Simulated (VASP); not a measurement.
# Ti (P6_3/mmc) in VASP: further runs

Ti is run at these levels: r2SCAN; tasks: single point.

Everything below comes from runs of VASP 6.6.1. Logs are shortened: lines on timing, memory, paths and dates and some standing lists are left out, and cuts for length are marked.

### 1 The cell of the first run

Symmetry: P6_3/mmc, No. 194, hexagonal system. The conventional cell has a = 2.950 Å, b = 2.950 Å, c = 4.686 Å, α = 90.00°, β = 90.00°, γ = 120.00°. Within 3.8 Å of Ti (site symmetry -6m2) lie 12 Ti at 2.90 to 2.95 Å.

### 2 Single point, r2SCAN

Input file POSCAR:

```
Ti
1.0
    2.9499978604      0.0000000000      0.0000000000
   -1.4749989302      2.5547730882      0.0000000000
    0.0000000000      0.0000000000      4.6860000000
Ti
2
Direct
    0.3333333333      0.6666666667      0.2500000000
    0.6666666667      0.3333333333      0.7500000000
```

Input file INCAR.step1:

```
SYSTEM = Ti
  PREC = Accurate
  ENCUT = 520
  ISMEAR = -1
  SIGMA = 0.02
  LREAL = .False.
  LASPH = .True.
  NELM = 60
  NBANDS = 19
  GGA = PE
  ALGO = Normal
  EDIFF = 1E-4
  LWAVE = .True.
  LCHARG = .False.
```

Input file INCAR.step2:

```
SYSTEM = Ti
  PREC = Accurate
  ENCUT = 520
  EDIFF = 1E-6
  ISMEAR = -1
  SIGMA = 0.02
  LREAL = .False.
  LASPH = .True.
  NELM = 60
  ALGO = Normal
  ISIF = 2
  LWAVE = .False.
  LCHARG = .False.
  METAGGA = R2SCAN
  LMIXTAU = .True.
  NBANDS = 19
  ISTART = 1
```

Input file KPOINTS:

```
Automatic mesh
0
Gamma
  18 18 10
  0 0 0
```

Potentials or basis: VASP PAW PBE potentials, release 64 (Ti_sv).

Command:

```bash
> cat potpaw_PBE.64/Ti_sv/POTCAR > POTCAR
> cp INCAR.step1 INCAR
> mpirun -np 1 vasp_std > vasp.out
> cp INCAR.step2 INCAR
> mpirun -np 1 vasp_std > vasp.out
```

OUTCAR:

```text
SYSTEM = Ti
   PREC = Accurate
   ENCUT = 520
   EDIFF = 1E-6
   ISMEAR = -1
   LREAL = .False.
   LASPH = .True.
   NELM = 60
   ISIF = 2
   METAGGA = R2SCAN
   ISTART = 1

 ion  position               nearest neighbor table
   1  0.333  0.667  0.250-   2 2.90   2 2.90   2 2.90   2 2.90   2 2.90   2 2.90
   2  0.667  0.333  0.750-   1 2.90   1 2.90   1 2.90   1 2.90   1 2.90   1 2.90

  LATTYP: Found a hexagonal cell.
 ALAT       =     2.9499978604
 C/A-ratio  =     1.5884757284

  Lattice vectors:

 A1 = (   2.9499978604,   0.0000000000,   0.0000000000)
 A2 = (  -1.4749989302,   2.5547730882,   0.0000000000)
 A3 = (   0.0000000000,   0.0000000000,   4.6860000000)

Analysis of symmetry for initial positions (statically):
=====================================================================
 Subroutine PRICEL returns:
 Original cell was already a primitive cell.

 Routine SETGRP: Setting up the symmetry group for a
 hexagonal supercell.

 Subroutine GETGRP returns: Found 24 space group operations
 (whereof 12 operations were pure point group operations)
 out of a pool of 24 trial point group operations.

The static configuration has the point symmetry D_3d.
 The point group associated with its full space group is D_6h.

Analysis of symmetry for dynamics (positions and initial velocities):
=====================================================================
 Subroutine PRICEL returns:
 Original cell was already a primitive cell.

 Routine SETGRP: Setting up the symmetry group for a
 hexagonal supercell.

 Subroutine GETGRP returns: Found 24 space group operations
 (whereof 12 operations were pure point group operations)
 out of a pool of 24 trial point group operations.

The dynamic configuration has the point symmetry D_3d.
 The point group associated with its full space group is D_6h.

 Subroutine INISYM returns: Found 24 space group operations
 (whereof 12 operations are pure point group operations),
 and found     1 'primitive' translations

----------------------------------------------------------------------------------------

                                     Primitive cell

  volume of cell :      35.3164

  direct lattice vectors                    reciprocal lattice vectors
     2.949997860  0.000000000  0.000000000     0.338983297  0.195712098  0.000000000
    -1.474998930  2.554773088  0.000000000     0.000000000  0.391424195  0.000000000
[... 83 lines left out ...]
   ENCUT  =  520.0 eV  38.22 Ry    6.18 a.u.   5.49  5.49  8.71*2*pi/ulx,y,z
   NELM   =     60;   NELMIN=  2; NELMDL=  0     # of ELM steps
   EDIFF  = 0.1E-05   stopping-criterion for ELM
   LREAL  =      F    real-space projection
   EDIFFG = 0.1E-04   stopping-criterion for IOM
   NSW    =      0    number of steps for IOM
   IBRION =     -1    ionic relax: 0-MD 1-quasi-New 2-CG
   NFREE  =      0    steps in history (QN), initial steepest desc. (CG)
   ISIF   =      2    stress and relaxation
   ISYM   =      2    0-nonsym 1-usesym 2-fastsym
   POTIM  = 0.5000    time-step for ionic-motion
   TEBEG  =    0.0;   TEEND  =   0.0 temperature during run
   PSTRESS=    0.0 pullay stress
   NELECT =      24.0000    total number of electrons
   NUPDOWN=      -1.0000    fix difference up-down
   EMIN   =  10.00;   EMAX   =-10.00  energy-range for DOS
   EFERMI =   0.00;   METHOD = LEGACY
   ISMEAR =    -1;   SIGMA  =   0.02  broadening in eV -4-tet -1-fermi 0-gaus
   EFERMI_NEDOS =   21; number of points for ismear=-14 and -15
   IALGO  =     38    algorithm
   IMIX   =      4    mixing-type and parameters
     AMIX     =   0.40;   BMIX     =  1.00
     AMIX_MAG =   1.60;   BMIX_MAG =  1.00
  volume/ion in A,a.u.               =      17.66       119.16
  Fermi-wavevector in a.u.,A,eV,Ry     =   1.439306  2.719894 28.185854  2.071602
  Thomas-Fermi vector in A             =   2.558176
   LORBIT       =      0    0 simple, 1 ext, 2 COOP (PROOUT), +10 PAW based schemes
   METAGGA = R2SCAN    functional components
   LHFCALC =     F    Hartree Fock is set to
   AEXX    =    0.0000 exact exchange contribution
   IVDW    =     0    specifies the selected vdW correction
   LEPSILON=     F    determine dielectric tensor
   LRPA    =     F    only Hartree local field effects (RPA)
 non-spin polarized calculation
  energy-cutoff  :      520.00
  volume of cell :       35.32
 maximum number of plane-waves:       980
 NGX is ok and might be reduce to    24
   NGX = 11   NGY = 11   NGZ = 17

 number of electron      24.0000001 magnetization

 Free energy of the ion-electron system (eV)
  ---------------------------------------------------
  ext. energy  EPLUGINS =         0.00000000
  ---------------------------------------------------
  free energy    TOTEN  =       -25.89903791 eV

  energy without entropy =      -25.89678818  energy(sigma->0) =      -25.89791304

 E-fermi :   8.2283     XC(G=0): -12.3119

 val. band max:        8.2249868820   @ k =   0.3333   0.2778   0.3000
 cond. band min:       8.2288850835   @ k =   0.3333   0.2222   0.4000
 fundamental gap:      0.0038982014
 Fermi energy:         8.2283419472

 k-point     1 :       0.0000    0.0000    0.0000
  band No.  band energies     occupation
      1     -51.0495      2.00000
      2     -50.9167      2.00000
      3     -26.5892      2.00000
      4     -25.9530      2.00000
      5     -25.9530      2.00000
      6     -25.8950      2.00000
[... 505 lines left out ...]
      6     -26.1177      2.00000
[... 11 lines left out ...]
     18      11.8653      0.00000
     19      12.5337      0.00000

 [... further k-points ...]

------------------------ aborting loop because EDIFF is reached ----------------------------------------

  FORCE on cell =-STRESS in cart. coord.  units (eV):
  Direction    XX          YY          ZZ          XY          YZ          ZX
  --------------------------------------------------------------------------------------
  -------------------------------------------------------------------------------------
  Total       -0.3891211     -0.3891211     -0.4983202      0.0000000      0.0000000      0.0000000
  in kB      -17.6530217    -17.6530217    -22.6069921      0.0000000      0.0000000      0.0000000
  external PRESSURE =     -19.3043452 kB  Pullay stress =       0.0000000 kB

 VOLUME and BASIS-vectors are now :
 -----------------------------------------------------------------------------
  energy-cutoff  :      520.00
  volume of cell :       35.32
      direct lattice vectors                 reciprocal lattice vectors
     2.949997860  0.000000000  0.000000000     0.338983297  0.195712098  0.000000000
    -1.474998930  2.554773088  0.000000000     0.000000000  0.391424195  0.000000000
     0.000000000  0.000000000  4.686000000     0.000000000  0.000000000  0.213401622

 POSITION                                       TOTAL-FORCE (eV/Angst)
 -----------------------------------------------------------------------------------
     -0.00000      1.70318      1.17150        -0.000000      0.000000      0.000000
      1.47500      0.85159      3.51450         0.000000     -0.000000      0.000000
 -----------------------------------------------------------------------------------
    total drift:                               -0.000000      0.000000     -0.000000

  FREE ENERGIE OF THE ION-ELECTRON SYSTEM (eV)
  ---------------------------------------------------
  free  energy   TOTEN  =       -25.8990379078 eV

  energy  without entropy=      -25.8967881792  energy(sigma->0) =      -25.89791304
```

OUTCAR.step1:

```text
SYSTEM = Ti
   PREC = Accurate
   ENCUT = 520
   ISMEAR = -1
   LREAL = .False.
   LASPH = .True.
[... 752 lines left out ...]
     -0.00000      1.70318      1.17150        -0.000000      0.000000      0.000000
      1.47500      0.85159      3.51450         0.000000     -0.000000      0.000000
 -----------------------------------------------------------------------------------
    total drift:                               -0.000000      0.000000     -0.000000

  FREE ENERGIE OF THE ION-ELECTRON SYSTEM (eV)
  ---------------------------------------------------
  free  energy   TOTEN  =       -15.6702947194 eV

  energy  without entropy=      -15.6680798803  energy(sigma->0) =      -15.66918730
```

Wall time 11 min (1 thread of Intel Xeon 8259CL, shared host); peak memory 0.25 GiB.

What came out:

| Quantity | Value |
| --- | --- |
| Free energy | -25.8990 eV |
| Pressure | -1.9 GPa |
| Band gap on the k mesh | zero (bands 12 and 13 overlap by 1.23 eV) |

Caveat: the PAW data sets were made with another functional, which shifts forces and pressure a little.

[end of part 1 of 2]
